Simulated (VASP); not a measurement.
Runs of VASP 6.6.1 on CuI. The structure is that of space group P4/nmm (No. 129), or close to it. The cells are those of the table. 

```tsv
cell	gap on the mesh (eV)	pressure (GPa)	largest force (eV/Å)
a = 4.056, b = 4.056, c = 5.697 Å, 4 atoms	1.40	1.1	0.27
a = 3.920, b = 3.920, c = 5.506 Å, 4 atoms	(a)	(c)	0.69
a = 4.153, b = 4.153, c = 5.833 Å, 4 atoms	1.25	-2.4	0.76
a = 3.989, b = 3.989, c = 5.603 Å, 4 atoms	1.51	4.7	0.16
a = 3.884, b = 3.884, c = 5.456 Å, 4 atoms	(b)	12.2	1.01
```

Alike in all rows: task single point; level PBEsol; potentials or basis VASP PAW PBE potentials, release 64 (Cu, I); no spin polarisation; k mesh 6 × 6 × 4; cutoff (eV) 520; smearing gaussian 0.01 eV.

Question: Fill in the values left out.

Answer: (a) 1.64; (b) 1.71; (c) 9.3.

Caveats: the PAW data sets were made with another functional, which shifts forces and pressure a little; spin-orbit coupling is left out, which moves the levels of the heavy elements; the cell stands under pressure (at least some runs).

A k mesh can miss the band edges, and the runs leave out spin-orbit coupling on I.
